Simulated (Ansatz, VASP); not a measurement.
## One calculation of B3F2, two programs

```
B F
1.0
     7.17778    0.00000    0.00000
     0.00000    7.17778    0.00000
     0.00000    0.00000    1.99735
B F
6 4
Direct
  0.00000 0.00000 0.00000
  0.50000 0.50000 0.00000
  0.26918 0.76918 0.50000
  0.23082 0.26918 0.50000
  0.73082 0.23082 0.50000
  0.76918 0.73082 0.50000
  0.38232 0.88232 0.00000
  0.11768 0.38232 0.00000
  0.61768 0.11768 0.00000
  0.88232 0.61768 0.00000
```

Alike in both runs: functional PBE; k mesh 4 × 4 × 6; occupations gaussian, width 0.1 eV; no spin polarisation.

Ansatz relaxed the structure, and its values are those at the end. VASP's run is a single point on that final structure, the one shown.

```csv
,VASP,Ansatz
version,VASP 6.6.1,Ansatz 0.2.0
potentials or method,"VASP PAW PBE potentials, release 64 (B, F), cutoff 520 eV","scalar-relativistic, plane waves, PAW"
valence electrons in the cell,46,46
```

```tsv
	VASP	Ansatz	Ansatz less VASP
gap on the k mesh at the Fermi level (eV)	none	none	-
pressure (GPa)	0.6	0.1	-0.52
rms of the force components (eV/Å)	0.087	0.011	-0.0762
```

A gap of «none» marks a metal or a gap that the smearing closes.

The k mesh is coarse, so the values compare programs but aren't converged.
